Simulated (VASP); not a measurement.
# Li2O3 (Pn-3m) in VASP: notebook

Li2O3 is run at these levels: PBE; tasks: single point.

All numbers are computed with VASP 6.6.1; they aren't measurements. Logs are shortened: lines on timing, memory, paths and dates and some standing lists are left out, and cuts for length are marked.

### 1 The cell of the first run

It takes space group Pn-3m (No. 224, cubic). The conventional cell has a = 4.474 Å, b = 4.474 Å, c = 4.474 Å, α = 90.00°, β = 90.00°, γ = 90.00°. Within 2.6 Å of Li (site symmetry -3m) lie 6 O at 1.94 Å. O (site symmetry -42m) has 4 Li at 1.94 Å and 4 O at 2.24 Å within 2.6 Å.

### 2 Single point, PBE

Input file INCAR:

```
SYSTEM = Li2O3
PREC     = Accurate       ! precision mode
ENCUT    = 520            ! plane-wave cutoff, eV
EDIFF    = 1E-6           ! SCF threshold, eV
ISMEAR   = -1             ! smearing method
SIGMA    = 0.06122561905347299 ! smearing width, eV
LREAL    = .FALSE.        ! projectors in reciprocal space
LASPH    = .TRUE.         ! aspherical terms in the spheres
NELM     = 100            ! most SCF steps
ALGO     = Normal         ! electronic algorithm
ISIF     = 2              ! what is computed and relaxed
LWAVE    = .FALSE.        ! write WAVECAR
LCHARG   = .FALSE.        ! write CHGCAR
GGA      = PE             ! functional
NBANDS   = 35             ! bands
```

Input file KPOINTS:

```
Automatic mesh
0
G
  8 8 8
  0 0 0
```

Input file POSCAR:

```
Li2O3
1.0
    4.4738773108      0.0000000000      0.0000000000
    0.0000000000      4.4738773108      0.0000000000
    0.0000000000      0.0000000000      4.4738773108
Li O
4 6
Direct
    0.2500000000      0.2500000000      0.2500000000
    0.7500000000      0.7500000000      0.2500000000
    0.7500000000      0.2500000000      0.7500000000
    0.2500000000      0.7500000000      0.7500000000
    0.5000000000      0.0000000000      0.0000000000
    0.0000000000      0.5000000000      0.0000000000
    0.0000000000      0.0000000000      0.5000000000
    0.5000000000      0.5000000000      0.0000000000
    0.5000000000      0.0000000000      0.5000000000
    0.0000000000      0.5000000000      0.5000000000
```

Potentials or basis: VASP PAW PBE potentials, release 64 (Li_sv, O).

Started as:

```console
cat potpaw_PBE.64/Li_sv/POTCAR potpaw_PBE.64/O/POTCAR > POTCAR
mpirun -np 1 vasp_std > vasp.out
```

OUTCAR:

```text
SYSTEM = Li2O3
   PREC = Accurate
   ENCUT = 520
   EDIFF = 1E-6
   ISMEAR = -1
   LREAL = .FALSE.
   LASPH = .TRUE.
   NELM = 100
   ISIF = 2
   GGA = PE

 ion  position               nearest neighbor table
   1  0.250  0.250  0.250-   5 1.94   6 1.94   7 1.94   8 1.94   9 1.94  10 1.94
   2  0.750  0.750  0.250-   5 1.94   6 1.94   7 1.94   8 1.94   9 1.94  10 1.94
   3  0.750  0.250  0.750-   5 1.94   6 1.94   7 1.94   8 1.94   9 1.94  10 1.94
   4  0.250  0.750  0.750-   5 1.94   6 1.94   7 1.94   8 1.94   9 1.94  10 1.94
   5  0.500  0.000  0.000-   1 1.94   2 1.94   3 1.94   4 1.94
   6  0.000  0.500  0.000-   1 1.94   2 1.94   3 1.94   4 1.94
   7  0.000  0.000  0.500-   1 1.94   2 1.94   3 1.94   4 1.94
   8  0.500  0.500  0.000-   1 1.94   2 1.94   3 1.94   4 1.94
   9  0.500  0.000  0.500-   1 1.94   2 1.94   3 1.94   4 1.94
  10  0.000  0.500  0.500-   1 1.94   2 1.94   3 1.94   4 1.94

  LATTYP: Found a simple cubic cell.
 ALAT       =     4.4738773108

  Lattice vectors:

 A1 = (   4.4738773108,   0.0000000000,   0.0000000000)
 A2 = (   0.0000000000,   4.4738773108,   0.0000000000)
 A3 = (   0.0000000000,   0.0000000000,   4.4738773108)

Analysis of symmetry for initial positions (statically):
=====================================================================
 Subroutine PRICEL returns:
 Original cell was already a primitive cell.

 Routine SETGRP: Setting up the symmetry group for a
 simple cubic supercell.

 Subroutine GETGRP returns: Found 48 space group operations
 (whereof 24 operations were pure point group operations)
 out of a pool of 48 trial point group operations.

The static configuration has the point symmetry T_d .
 The point group associated with its full space group is O_h .

Analysis of symmetry for dynamics (positions and initial velocities):
=====================================================================
 Subroutine PRICEL returns:
 Original cell was already a primitive cell.

 Routine SETGRP: Setting up the symmetry group for a
 simple cubic supercell.

 Subroutine GETGRP returns: Found 48 space group operations
 (whereof 24 operations were pure point group operations)
 out of a pool of 48 trial point group operations.

The dynamic configuration has the point symmetry T_d .
 The point group associated with its full space group is O_h .

 Subroutine INISYM returns: Found 48 space group operations
 (whereof 24 operations are pure point group operations),
 and found     1 'primitive' translations

----------------------------------------------------------------------------------------

                                     Primitive cell

  volume of cell :      89.5472

  direct lattice vectors                    reciprocal lattice vectors
     4.473877311  0.000000000  0.000000000     0.223519764  0.000000000  0.000000000
     0.000000000  4.473877311  0.000000000     0.000000000  0.223519764  0.000000000
     0.000000000  0.000000000  4.473877311     0.000000000  0.000000000  0.223519764

  length of vectors
     4.473877311  4.473877311  4.473877311     0.223519764  0.223519764  0.223519764

  position of ions in fractional coordinates (direct lattice)
     0.250000000  0.250000000  0.250000000
     0.750000000  0.750000000  0.250000000
     0.750000000  0.250000000  0.750000000
     0.250000000  0.750000000  0.750000000
     0.500000000  0.000000000  0.000000000
     0.000000000  0.500000000  0.000000000
     0.000000000  0.000000000  0.500000000
     0.500000000  0.500000000  0.000000000
     0.500000000  0.000000000  0.500000000
     0.000000000  0.500000000  0.500000000

  ion indices of the primitive-cell ions
   primitive index   ion index
                 1           1
                 2           2
                 3           3
                 4           4
                 5           5
                 6           6
                 7           7
                 8           8
                 9           9
                10          10

----------------------------------------------------------------------------------------

 KPOINTS: Automatic mesh

Automatic generation of k-mesh.
 Grid dimensions read from file:
 generate k-points for:    8    8    8

 Generating k-lattice:

  Cartesian coordinates                     Fractional coordinates (reciprocal lattice)
     0.027939970  0.000000000  0.000000000     0.125000000  0.000000000  0.000000000
     0.000000000  0.027939970  0.000000000     0.000000000  0.125000000  0.000000000
     0.000000000  0.000000000  0.027939970     0.000000000  0.000000000  0.125000000

  Length of vectors
     0.027939970  0.027939970  0.027939970

  Shift w.r.t. Gamma in fractional coordinates (k-lattice)
     0.000000000  0.000000000  0.000000000

 Subroutine IBZKPT returns following result:
 ===========================================

 Found     35 irreducible k-points:

 Following reciprocal coordinates:
            Coordinates               Weight
  0.000000  0.000000  0.000000      1.000000
  0.125000  0.000000  0.000000      6.000000
  0.250000  0.000000  0.000000      6.000000
  0.375000  0.000000  0.000000      6.000000
  0.500000  0.000000  0.000000      3.000000
  0.125000  0.125000  0.000000     12.000000
[... 16 lines left out ...]
  0.375000  0.375000  0.125000     24.000000
  0.500000  0.375000  0.125000     24.000000
 [... further k-points ...]
   k-points           NKPTS =     35   k-points in BZ     NKDIM =     35   number of bands    NBANDS=     35
   number of dos      NEDOS =    301   number of ions     NIONS =     10
   total plane-waves  NPLWV =  46656
   dimension x,y,z NGX =    36 NGY =   36 NGZ =   36
   dimension x,y,z NGXF=    72 NGYF=   72 NGZF=   72
   ions per type =               4   6
   NGX,Y,Z   is equivalent  to a cutoff of  13.38, 13.38, 13.38 a.u.
   NGXF,Y,Z  is equivalent  to a cutoff of  26.75, 26.75, 26.75 a.u.
 SYSTEM =  Li2O3
   PREC   = accura    normal or accurate (medium, high low for compatibility)
   ISTART =      0    job   : 0-new  1-cont  2-samecut
   ICHARG =      2    charge: 1-file 2-atom 10-const
   ISPIN  =      1    spin polarized calculation?
   LNONCOLLINEAR =      F non collinear calculations
   LSORBIT =      F    spin-orbit coupling
   LASPH  =      T    aspherical Exc in radial PAW
   ENCUT  =  520.0 eV  38.22 Ry    6.18 a.u.   8.32  8.32  8.32*2*pi/ulx,y,z
   NELM   =    100;   NELMIN=  2; NELMDL= -5     # of ELM steps
   EDIFF  = 0.1E-05   stopping-criterion for ELM
   LREAL  =      F    real-space projection
   EDIFFG = 0.1E-04   stopping-criterion for IOM
   NSW    =      0    number of steps for IOM
   IBRION =     -1    ionic relax: 0-MD 1-quasi-New 2-CG
   NFREE  =      0    steps in history (QN), initial steepest desc. (CG)
   ISIF   =      2    stress and relaxation
   ISYM   =      2    0-nonsym 1-usesym 2-fastsym
   POTIM  = 0.5000    time-step for ionic-motion
   TEBEG  =    0.0;   TEEND  =   0.0 temperature during run
   PSTRESS=    0.0 pullay stress
   NELECT =      48.0000    total number of electrons
   NUPDOWN=      -1.0000    fix difference up-down
   EMIN   =  10.00;   EMAX   =-10.00  energy-range for DOS
   EFERMI =   0.00;   METHOD = LEGACY
   ISMEAR =    -1;   SIGMA  =   0.06  broadening in eV -4-tet -1-fermi 0-gaus
   EFERMI_NEDOS =   21; number of points for ismear=-14 and -15
   IALGO  =     38    algorithm
   IMIX   =      4    mixing-type and parameters
     AMIX     =   0.40;   BMIX     =  1.00
     AMIX_MAG =   1.60;   BMIX_MAG =  1.00
  volume/ion in A,a.u.               =       8.95        60.43
  Fermi-wavevector in a.u.,A,eV,Ry     =   1.329856  2.513063 24.062122  1.768516
  Thomas-Fermi vector in A             =   2.458987
   LORBIT       =      0    0 simple, 1 ext, 2 COOP (PROOUT), +10 PAW based schemes
   GGA     = PE    functional components
   LHFCALC =     F    Hartree Fock is set to
   AEXX    =    0.0000 exact exchange contribution
   IVDW    =     0    specifies the selected vdW correction
   LEPSILON=     F    determine dielectric tensor
   LRPA    =     F    only Hartree local field effects (RPA)
 non-spin polarized calculation
  energy-cutoff  :      520.00
  volume of cell :       89.55
 maximum number of plane-waves:      2469
 NGX is ok and might be reduce to    36
   NGX = 17   NGY = 17   NGZ = 17

 number of electron      48.0000019 magnetization

 Free energy of the ion-electron system (eV)
  ---------------------------------------------------
  ext. energy  EPLUGINS =         0.00000000
  ---------------------------------------------------
  free energy    TOTEN  =       -42.53370567 eV

  energy without entropy =      -42.47424068  energy(sigma->0) =      -42.50397318

 E-fermi :   0.1640     XC(G=0):  -9.9422

 val. band max:        0.1574141160   @ k =   0.3750   0.1250   0.1250
 cond. band min:       0.1644499486   @ k =   0.3750   0.1250   0.0000
 fundamental gap:      0.0070358325
 Fermi energy:         0.1639967792

 k-point     1 :       0.0000    0.0000    0.0000
  band No.  band energies     occupation
      1     -41.7227      2.00000
      2     -41.6870      2.00000
      3     -41.6870      2.00000
      4     -41.6870      2.00000
      5     -17.7878      2.00000
      6     -16.8868      2.00000
[... 27 lines left out ...]
     34      15.6833      0.00000
     35      15.6833      0.00000

 k-point     2 :       0.1250    0.0000    0.0000
  band No.  band energies     occupation
      1     -41.7213      2.00000
      2     -41.6883      2.00000
      3     -41.6869      2.00000
      4     -41.6869      2.00000
      5     -17.7517      2.00000
      6     -16.9155      2.00000
[... 27 lines left out ...]
     34      15.7195      0.00000
     35      15.8978      0.00000

 k-point     3 :       0.2500    0.0000    0.0000
  band No.  band energies     occupation
      1     -41.7173      2.00000
      2     -41.6921      2.00000
      3     -41.6869      2.00000
      4     -41.6869      2.00000
      5     -17.6490      2.00000
      6     -17.0025      2.00000
[... 27 lines left out ...]
     34      15.6398      0.00000
     35      15.9037      0.00000

 k-point     4 :       0.3750    0.0000    0.0000
  band No.  band energies     occupation
      1     -41.7114      2.00000
      2     -41.6979      2.00000
      3     -41.6869      2.00000
      4     -41.6869      2.00000
      5     -17.4949      2.00000
      6     -17.1416      2.00000
[... 27 lines left out ...]
     34      14.6064      0.00000
     35      16.1629      0.00000

 k-point     5 :       0.5000    0.0000    0.0000
  band No.  band energies     occupation
      1     -41.7046      2.00000
      2     -41.7046      2.00000
      3     -41.6868      2.00000
      4     -41.6868      2.00000
      5     -17.3152      2.00000
      6     -17.3152      2.00000
[... 638 lines left out ...]
 k-point    22 :       0.5000    0.2500    0.1250
  band No.  band energies     occupation
      1     -41.7020      2.00000
      2     -41.7013      2.00000
      3     -41.6903      2.00000
      4     -41.6891      2.00000
      5     -17.1334      2.00000
      6     -17.1314      2.00000
[... 27 lines left out ...]
     34      14.6094      0.00000
     35      15.8517      0.00000

 k-point    23 :       0.3750    0.3750    0.1250
  band No.  band energies     occupation
      1     -41.7035      2.00000
      2     -41.6958      2.00000
      3     -41.6932      2.00000
      4     -41.6902      2.00000
      5     -17.1570      2.00000
      6     -16.9170      2.00000
[... 27 lines left out ...]
     34      15.1408      0.00000
     35      15.2543      0.00000

 k-point    24 :       0.5000    0.3750    0.1250
  band No.  band energies     occupation
      1     -41.6995      2.00000
      2     -41.6989      2.00000
      3     -41.6930      2.00000
      4     -41.6912      2.00000
      5     -17.0008      2.00000
      6     -16.9994      2.00000
[... 27 lines left out ...]
     34      14.8225      0.00000
     35      15.3340      0.00000

 [... further k-points ...]

------------------------ aborting loop because EDIFF is reached ----------------------------------------

  FORCE on cell =-STRESS in cart. coord.  units (eV):
  Direction    XX          YY          ZZ          XY          YZ          ZX
  --------------------------------------------------------------------------------------
  -------------------------------------------------------------------------------------
  Total        0.0047790      0.0047790      0.0047790      0.0000000     -0.0000000     -0.0000000
  in kB        0.0855066      0.0855066      0.0855066      0.0000000     -0.0000000     -0.0000000
  external PRESSURE =       0.0855066 kB  Pullay stress =       0.0000000 kB

 VOLUME and BASIS-vectors are now :
 -----------------------------------------------------------------------------
  energy-cutoff  :      520.00
  volume of cell :       89.55
      direct lattice vectors                 reciprocal lattice vectors
     4.473877311  0.000000000  0.000000000     0.223519764  0.000000000  0.000000000
     0.000000000  4.473877311  0.000000000     0.000000000  0.223519764  0.000000000
     0.000000000  0.000000000  4.473877311     0.000000000  0.000000000  0.223519764

 POSITION                                       TOTAL-FORCE (eV/Angst)
 -----------------------------------------------------------------------------------
      1.11847      1.11847      1.11847        -0.000000      0.000000      0.000000
      3.35541      3.35541      1.11847         0.000000      0.000000     -0.000000
      3.35541      1.11847      3.35541         0.000000     -0.000000     -0.000000
      1.11847      3.35541      3.35541         0.000000     -0.000000      0.000000
      2.23694      0.00000      0.00000        -0.000000      0.000000     -0.000000
      0.00000      2.23694      0.00000         0.000000      0.000000      0.000000
      0.00000      0.00000      2.23694        -0.000000      0.000000     -0.000000
      2.23694      2.23694      0.00000        -0.000000      0.000000     -0.000000
      2.23694      0.00000      2.23694        -0.000000      0.000000     -0.000000
      0.00000      2.23694      2.23694         0.000000     -0.000000     -0.000000
 -----------------------------------------------------------------------------------
    total drift:                               -0.000000      0.000000     -0.000000

  FREE ENERGIE OF THE ION-ELECTRON SYSTEM (eV)
  ---------------------------------------------------
  free  energy   TOTEN  =       -42.5337056730 eV

  energy  without entropy=      -42.4742406815  energy(sigma->0) =      -42.50397318
```

Run time: 40 s. Hardware: 1 thread of Intel Xeon 6975P-C (Granite Rapids), shared host; peak memory 0.23 GiB.

What came out:

```yaml
Free_energy: -42.5337 eV
Band_gap_on_the_k_mesh: zero (band 24 reaches 1.73 eV, above the bottom of band 25 at -0.69 eV)
```

Caveat: the cutoff is under 1.25 times the usual one of these potentials, so pressure, stress and relaxed cells hold a basis-set (Pulay) error.

### 3 Single point, PBE

Input file INCAR:

```
PREC     = Accurate       # precision mode
ENCUT    = 520            # plane-wave cutoff, eV
EDIFF    = 1E-6           # SCF threshold, eV
ISMEAR   = -1             # smearing method
SIGMA    = 0.06122561905347299 # smearing width, eV
LREAL    = False          # projectors in reciprocal space
LASPH    = True           # aspherical terms in the spheres
NELM     = 80             # most SCF steps
ALGO     = Normal         # electronic algorithm
ISIF     = 2              # what is computed and relaxed
LWAVE    = False          # write WAVECAR
LCHARG   = False          # write CHGCAR
GGA      = PE             # functional
NBANDS   = 35             # bands
```

Input file KPOINTS:

```
Automatic mesh
0
Gamma
  8 8 8
```

POSCAR is that of step 2.

Potentials or basis: VASP PAW PBE potentials, release 64 (Li_sv, O).

Started as:

```console
cat potpaw_PBE.64/Li_sv/POTCAR potpaw_PBE.64/O/POTCAR > POTCAR
mpirun -np 1 vasp_std > vasp.out
```

It took 41 s on 1 thread of Intel Xeon 6975P-C (Granite Rapids), shared host; peak memory 0.23 GiB.

Results (log left out):

- Free energy: -42.5337 eV
- Band gap on the k mesh: zero (band 24 reaches 1.73 eV, above the bottom of band 25 at -0.69 eV)

Levels at points of the mesh, in eV from the Fermi level:
```csv
k point,band 20,band 21,band 22,band 23,band 24,band 25,band 26,band 27,band 28,band 29
"(0.00, 0.00, 0.00)",-0.65,-0.65,-0.65,1.56,1.56,1.56,1.64,1.64,1.64,7.87
"(0.50, 0.00, 0.00)",-1.17,-1.15,-1.15,-0.57,-0.57,1.58,1.58,1.59,1.59,9.07
"(0.50, 0.50, 0.00)",-1.32,-1.24,-1.24,-1.10,-1.10,-0.23,-0.23,1.57,1.57,10.21
"(0.50, 0.50, 0.50)",-1.16,-1.16,-1.16,-1.16,-1.16,-0.86,-0.86,-0.58,-0.58,10.79
```

Caveat: the cutoff is under 1.25 times the usual one of these potentials, so pressure, stress and relaxed cells hold a basis-set (Pulay) error.

### 4 Single point, PBE

This run uses another cell than the first one, of 9.13 Å³/atom, 1.020 times its volume.

Input file INCAR:

```
PREC = Accurate ; ENCUT = 520
EDIFF = 1E-6 ; ISMEAR = -1
SIGMA = 0.06122561905347299 ; LREAL = False
LASPH = True ; NELM = 100
ALGO = Normal ; ISIF = 2
LWAVE = False ; LCHARG = False
GGA = PE ; NBANDS = 35
```

KPOINTS is that of step 3.

Edit POSCAR of step 3 so:

```diff
@@ -2,5 +2,5 @@
 1.0
-    4.4738773108      0.0000000000      0.0000000000
-    0.0000000000      4.4738773108      0.0000000000
-    0.0000000000      0.0000000000      4.4738773108
+    4.5035065009      0.0000000000      0.0000000000
+    0.0000000000      4.5035065009      0.0000000000
+    0.0000000000      0.0000000000      4.5035065009
 Li O
```

Started as:

```console
cat potpaw_PBE.64/Li_sv/POTCAR potpaw_PBE.64/O/POTCAR > POTCAR
mpirun -np 1 vasp_std > vasp.out
```

It took 41 s on 1 thread of Intel Xeon 6975P-C (Granite Rapids), shared host; peak memory 0.23 GiB.

It converged, with:

- Free energy: -42.5287 eV
- Band gap on the k mesh: zero (band 24 reaches 1.53 eV, above the bottom of band 25 at -0.81 eV)

Levels at points of the mesh, in eV from the Fermi level:
| k point | band 22 | band 23 | band 24 | band 25 | band 26 | band 27 |
| --- | --- | --- | --- | --- | --- | --- |
| (0.00, 0.00, 0.00) | -0.62 | 1.52 | 1.52 | 1.52 | 1.59 | 1.59 |
| (0.50, 0.00, 0.00) | -1.12 | -0.55 | -0.55 | 1.54 | 1.54 | 1.55 |
| (0.50, 0.50, 0.00) | -1.22 | -1.08 | -1.08 | -0.22 | -0.22 | 1.53 |
| (0.50, 0.50, 0.50) | -1.13 | -1.13 | -1.13 | -0.83 | -0.83 | -0.55 |

Caveat: the cutoff is under 1.25 times the usual one of these potentials, so pressure, stress and relaxed cells hold a basis-set (Pulay) error.

(Part 1 of 2 ends here.)
